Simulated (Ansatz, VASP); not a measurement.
Two plane-wave programs on W

```
W
1.0
     2.73176    0.00000    0.00000
    -0.91059    2.57552    0.00000
     0.00000    0.00000   21.31585
W
3
Direct
  0.50000 0.50000 0.18765
  0.00000 0.00000 0.28889
  0.50000 0.50000 0.39013
```

Alike in both runs: task single point; functional PBEsol; k mesh 10 × 10 × 1; occupations gaussian, width 0.1 eV; no spin polarisation.

|  | VASP | Ansatz |
| --- | --- | --- |
| version | VASP 6.6.1 | Ansatz 0.2.0 |
| potentials or method | VASP PAW PBE potentials, release 64 (W_sv), cutoff 520 eV | scalar-relativistic, plane waves, PAW |
| valence electrons in the cell | 42 | 42 |

Ansatz gave:

- gap on the k mesh at the Fermi level (eV): none
- rms of the force components (eV/Å): 0.009

Question: Which values does VASP return?

Answer: gap on the k mesh at the Fermi level (eV): none; rms of the force components (eV/Å): 0.010.

VASP's potentials were made for PBE, not for PBEsol. Atom by atom the forces differ by 0.019 eV/Å (rms over components). A gap of «none» marks a metal or a gap that the smearing closes. The functional is the same, so the differences come from potentials, cutoffs and numerics.

Neither program's run includes spin-orbit coupling.
